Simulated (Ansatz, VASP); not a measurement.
## Two plane-wave programs on SiO2

The input INCAR:

```
SYSTEM = SiO2
PREC = Accurate
ENCUT = 910
EDIFF = 1E-6
ISMEAR = 0
SIGMA = 0.05
LREAL = .FALSE.
LASPH = .TRUE.
NELM = 120
ALGO = Normal
ISIF = 2
LWAVE = .FALSE.
LCHARG = .FALSE.
GGA = CA
NBANDS = 25
GGA_COMPAT = .FALSE.
```

The input KPOINTS:

```
regular mesh
0
G
  6 6 8
  0 0 0
```

The input POSCAR:

```
SiO2
1.0
    4.1801000000      0.0000000000      0.0000000000
    0.0000000000      4.1801000000      0.0000000000
    0.0000000000      0.0000000000      2.3420000000
Si O
2 4
Direct
    0.5000000000      0.5000000000      0.5000000000
    0.0000000000      0.0000000000      0.0000000000
    0.6944252994      0.6944252994      0.0000000000
    0.1944252994      0.8055747006      0.5000000000
    0.3055747006      0.3055747006      0.0000000000
    0.8055747006      0.1944252994      0.5000000000
```

Input for Ansatz:

```yaml
crystal:
  lattice:
    - [4.1801, 0.0, 0.0]
    - [0.0, 4.1801, 0.0]
    - [0.0, 0.0, 2.342]
  atoms:
    - { symbol: Si, position: [0.5, 0.5, 0.5] }
    - { symbol: Si, position: [0.0, 0.0, 0.0] }
    - { symbol: O, position: [0.6944252994, 0.6944252994, 0.0] }
    - { symbol: O, position: [0.1944252994, 0.8055747006, 0.5] }
    - { symbol: O, position: [0.3055747006, 0.3055747006, 0.0] }
    - { symbol: O, position: [0.8055747006, 0.1944252994, 0.5] }
basis:
  ecutwfc: 520.0
kpoints:
  mp_grid: { grid: [6, 6, 8] }
hamiltonian:
  xc: lda
  pseudopotentials: { kind: paw, azcp: { folder: soft_1 } }
scf:
  occupations: { method: gaussian, width: 0.05 }
output:
  forces: true
  stress: true
  eigenvalues: true
  write_density: true
  write_potential: true
  elf: true
  volumetric_format: npy
```

Alike in both runs: task single point; functional LDA; k mesh 6 × 6 × 8; occupations gaussian, width 0.05 eV; no spin polarisation.

|  | VASP | Ansatz |
| --- | --- | --- |
| version | VASP 6.6.1 | Ansatz 0.2.0 |
| potentials or method | VASP PAW LDA potentials, release 64 (Si, O_h), cutoff 910 eV | scalar-relativistic, plane waves, PAW |
| valence electrons in the cell | 32 | 32 |

```csv
,VASP,Ansatz,Ansatz less VASP
gap on the k mesh at the Fermi level (eV),7.96,7.96,-0.009
least direct gap on the mesh (eV),7.96,7.96,-0.009
rms of the force components (eV/Å),0.360,0.337,-0.0230
```

Ansatz warns that its potentials were made for another functional, while VASP's fit it. LDA's correlation is that of Perdew and Zunger in VASP and of Perdew and Wang (1992) in Ansatz. Atom by atom the forces differ by 0.023 eV/Å (rms over components).

Noted on VASP's run: the cutoff is short for stress, so the pressure is rough.
